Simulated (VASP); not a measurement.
Input of a VASP 6.6.1 run:

Contents of INCAR:

```
PREC = Accurate
ENCUT = 600
EDIFF = 1E-6
ISMEAR = -1
SIGMA = 0.05
LREAL = False
LASPH = True
NELM = 80
ALGO = Fast
ISIF = 3
LWAVE = False
LCHARG = False
GGA = PS
IVDW = 13
IBRION = 2
NSW = 60
EDIFFG = -0.01
```

KPOINTS

```
Automatic mesh
0
Gamma
  12 12 12
```

The input POSCAR:

```
Pt
1.0
   -1.5842200000      1.5842200000      1.5842200000
    1.5842200000     -1.5842200000      1.5842200000
    1.5842200000      1.5842200000     -1.5842200000
Pt
1
Direct
    0.0000000000      0.0000000000      0.0000000000
```

Potentials or basis: VASP PAW PBE potentials, release 64 (Pt).

Launch:

```console
$ cat potpaw_PBE.64/Pt/POTCAR > POTCAR
$ mpirun -np 1 vasp_std > vasp.out
```

Question: Estimate the dispersion energy per atom.

Answer: -0.455 eV.

Question: What does it give for the space group after relaxing (to 0.05 Å)?

Answer: Im-3m (No. 229).

Question: What does it give for the band gap on the k mesh?

Answer: Zero (band 5 reaches 12.17 eV, above the bottom of band 6 at 9.79 eV).

Question: Predict the relaxed cell.

Answer: a = 2.688 Å, b = 2.688 Å, c = 2.688 Å, α = 109.47°, β = 109.47°, γ = 109.47°.

The path:
```
step  energy change (eV)  largest force (eV/Å)  pressure (GPa)  volume (Å³)
   1              0.0000                0.0000          -15.39        15.90
   2              0.4177                0.0000           76.87        12.64
   3             -0.0485                0.0000           -1.10        15.01
   4             -0.0487                0.0000           -0.30        14.97
   5             -0.0487                0.0000            0.06        14.95
```

Caveat: the PAW data sets were made with another functional, which shifts forces and pressure a little; spin-orbit coupling is left out, which moves the levels of the heavy elements; pairwise dispersion overbinds metals, which lowers pressure and volume.
